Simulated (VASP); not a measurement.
Crystal: LaFeGe.

```xyz
3
Lattice="4.2318 0.0000 0.0000 -2.1159 3.6649 0.0000 0.0000 0.0000 4.2858" Properties=species:S:1:pos:R:3 pbc="T T T"
La    0.0000    0.0000    0.0000
Ge    2.1159    1.2216    2.1429
Fe    0.0000    2.4432    2.1429
```

Base run:

```yaml
Program: VASP 6.6.1
Functional: PBE
Potentials_or_basis: VASP PAW PBE potentials, release 64 (La, Ge_d, Fe)
Cutoff: 520 eV
k_mesh: 6 × 6 × 5
Occupations: fermi-dirac, width 0.05 eV
Spin: collinear spin, ferromagnetic start
Starting_moments: "[0.0, 0.0, 2.2] μB"
Fixed_moment: 2.2 μB
```

Its results: pressure -0.1 GPa; site moments La -0.05; Ge +0.00; Fe +2.24 μB.

Task: The run is repeated on the same cell with these changes: fixed moment from 2.2 μB to 4.5 μB; moments at the start from [0.0, 0.0, 2.2] to [0.0, 0.0, 4.5]. What comes out?

Result: Pressure 3.6 GPa; site moments La +0.36; Ge +0.12; Fe +3.12 μB.

Caveats: the total moment is fixed, so each spin has its own Fermi level.
